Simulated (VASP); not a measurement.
The system is InAs.

```
CELL_PARAMETERS angstrom
0.00000 3.02400 3.02400
3.02400 0.00000 3.02400
3.02400 3.02400 0.00000
ATOMIC_POSITIONS crystal
In 0.00000 0.00000 0.00000
As 0.75000 0.75000 0.75000
```

Base run:

| Property | Result |
| --- | --- |
| Program | VASP 6.6.1 |
| Functional | r2SCAN |
| Potentials or basis | VASP PAW PBE potentials, release 64 (In_d, As) |
| Cutoff | 520 eV |
| k mesh | 10 × 10 × 10 |
| Occupations | fermi-dirac, width 0.08 eV |
| Spin | no spin polarisation |

Its results: band gap on the k mesh 0.25 eV, direct; pressure 1.9 GPa.

The run is repeated on the same cell with these changes: functional from r2SCAN to PBE. What comes out?

Band gap on the k mesh zero (filled and empty bands touch); pressure 3.9 GPa.

r2SCAN gives the wider gap, since meta-GGAs in the generalised Kohn-Sham scheme recover part of the derivative discontinuity.

Caveats: spin-orbit coupling is left out, which moves the levels of the heavy elements; the PAW data sets were made with another functional, which shifts forces and pressure a little (some runs).

